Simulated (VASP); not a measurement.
A run of VASP 6.6.1:

POSCAR

```
BN
1.0
    3.6260020000      0.0000000000      0.0000000000
    0.0000000000     -3.6260020000      0.0000000000
    0.0000000000      0.0000000000     -3.6260020000
B N
4 4
Direct
    0.0000000000      0.5000000000      0.5000000000
    0.5000000000      0.0000000000      0.5000000000
    0.5000000000      0.5000000000      0.0000000000
    0.0000000000      0.0000000000      0.0000000000
    0.7500000000      0.7500000000      0.7431053541
    0.2500000000      0.2500000000      0.7500000000
    0.2500000000      0.7500000000      0.2500000000
    0.7500000000      0.2500000000      0.2500000000
```

File INCAR.step1:

```
SYSTEM = BN
PREC = Accurate
ENCUT = 520
ISMEAR = 0
SIGMA = 0.05
LREAL = .False.
LASPH = .True.
NELM = 60
NBANDS = 26
GGA = PE
ALGO = Normal
EDIFF = 1E-4
LWAVE = .True.
LCHARG = .False.
```

The input INCAR.step2:

```
SYSTEM = BN
PREC = Accurate
ENCUT = 520
EDIFF = 1E-7
ISMEAR = 0
SIGMA = 0.05
LREAL = .False.
LASPH = .True.
NELM = 60
ALGO = Normal
ISIF = 2
LWAVE = .False.
LCHARG = .False.
METAGGA = R2SCAN
LMIXTAU = .True.
NBANDS = 26
ISTART = 1
```

Contents of KPOINTS:

```
regular mesh
0
Gamma
  6 6 6
  0 0 0
```

Potentials or basis: VASP PAW PBE potentials, release 64 (B, N).

The run is started by

```sh
$ cat potpaw_PBE.64/B/POTCAR potpaw_PBE.64/N/POTCAR > POTCAR
$ cp INCAR.step1 INCAR
$ mpirun -np 1 vasp_std > vasp.out
$ cp INCAR.step2 INCAR
$ mpirun -np 1 vasp_std > vasp.out
```

Hardware: 1 thread of Intel(R) Xeon(R) Platinum 8175M CPU @ 2.50GHz (Skylake/Cascade Lake), on a shared host.

**Question.** How long does it take, and how much memory?

**Answer.** Run time: 5.1 min on 1 thread of Intel(R) Xeon(R) Platinum 8175M CPU @ 2.50GHz (Skylake/Cascade Lake) (shared host), peak memory 0.18 GiB. Counts: k points 52.
